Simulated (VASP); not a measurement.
A run of VASP 6.6.1 is set up as follows.

INCAR

```
SYSTEM = GePbBr6
PREC = Accurate ; ENCUT = 520
EDIFF = 1E-7 ; ISMEAR = -1
SIGMA = 0.03 ; LREAL = .False.
LASPH = .True. ; NELM = 60
ALGO = Normal ; ISIF = 2
LWAVE = .False. ; LCHARG = .True.
GGA = PS ; LELF = .True.
LVHAR = .True. ; NBANDS = 45
```

KPOINTS

```
regular mesh
0
Gamma
  4 4 4
  0 0 0
```

POSCAR

```
GePbBr6
1.0
    3.3394441868      1.9280289985      6.2035354244
   -3.3394441868      1.9280289985      6.2035354244
    0.0000000000     -3.8560580020      6.2035354229
Ge Pb Br
1 1 6
Direct
    0.5000000000      0.5000000000      0.5000000000
    0.0000000000      0.0000000000      0.0000000000
    0.5355339494      0.9019206162      0.2908977773
    0.9019206162      0.2908977773      0.5355339494
    0.7091022227      0.4644660506      0.0980793838
    0.0980793838      0.7091022227      0.4644660506
    0.4644660506      0.0980793838      0.7091022227
    0.2908977773      0.5355339494      0.9019206162
```

Potentials or basis: VASP PAW PBE potentials, release 64 (Ge_d, Pb_d, Br).

Run with:

```bash
$ cat potpaw_PBE.64/Ge_d/POTCAR potpaw_PBE.64/Pb_d/POTCAR potpaw_PBE.64/Br/POTCAR > POTCAR
$ mpirun -np 1 vasp_std > vasp.out
```

**Question.** Estimate the band gap on the k mesh.

**Answer.** 0.99 eV (least direct gap 1.26 eV).

**Question.** Estimate the largest force.

**Answer.** 0.010 eV/Å.

**Question.** What does it give for the pressure?

**Answer.** 0.0 GPa.

Forces on the atoms (eV/Å):
```
Ge   0.000  0.000  0.000
Pb   0.000  0.000  0.000
Br  -0.003  0.007  0.006
Br   0.007 -0.001  0.006
Br   0.005  0.006 -0.006
Br  -0.007  0.001 -0.006
Br   0.003 -0.007 -0.006
Br  -0.005 -0.006  0.006
```

Caveat: the PAW data sets were made with another functional, which shifts forces and pressure a little; spin-orbit coupling is left out, which moves the levels of the heavy elements. A k mesh can miss the band edges.
